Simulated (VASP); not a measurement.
A run of VASP 6.6.1 is set up as follows.

Contents of INCAR:

```
SYSTEM = Ti
  ALGO = Normal
  DIPOL = 0.5 0.5 0.500
  EDIFF = 1E-6
  ENCUT = 520
  GGA = PE
  IDIPOL = 3
  ISIF = 2
  ISMEAR = -1
  LASPH = .True.
  LCHARG = .False.
  LDIPOL = .True.
  LREAL = .False.
  LWAVE = .False.
  NBANDS = 38
  NELM = 60
  PREC = Accurate
  SIGMA = 0.05
```

KPOINTS

```
k-points
0
Gamma
  11 11 1
  0 0 0
```

Contents of POSCAR:

```
Ti
1.0
    2.8708535316      0.0000000000      0.0000000000
   -1.4354267658      2.4862320889      0.0000000000
    0.0000000000      0.0000000000     24.3761683716
Ti
5
Direct
    0.6666666667      0.3333333333      0.3076775597
    0.3333333333      0.6666666667      0.4038387799
    0.0000000000      0.0000000000      0.5000000000
    0.6666666667      0.3333333333      0.5961612201
    0.3333333333      0.6666666667      0.6923224403
```

Potentials or basis: VASP PAW PBE potentials, release 64 (Ti_sv).

Run with:

```console
$ cat potpaw_PBE.64/Ti_sv/POTCAR > POTCAR
$ mpirun -np 1 vasp_std > vasp.out
```

Task: What does it give for the band gap on the k mesh?

Result: Zero (band 30 reaches 2.53 eV, above the bottom of band 31 at 1.66 eV).

Task: Predict the largest force.

Result: 0.548 eV/Å.

Forces in eV/Å, atoms in the order of the input:
```
Ti   0.000  0.000  0.330
Ti   0.000  0.000 -0.548
Ti   0.000  0.000  0.000
Ti   0.000  0.000  0.548
Ti   0.000  0.000 -0.330
```
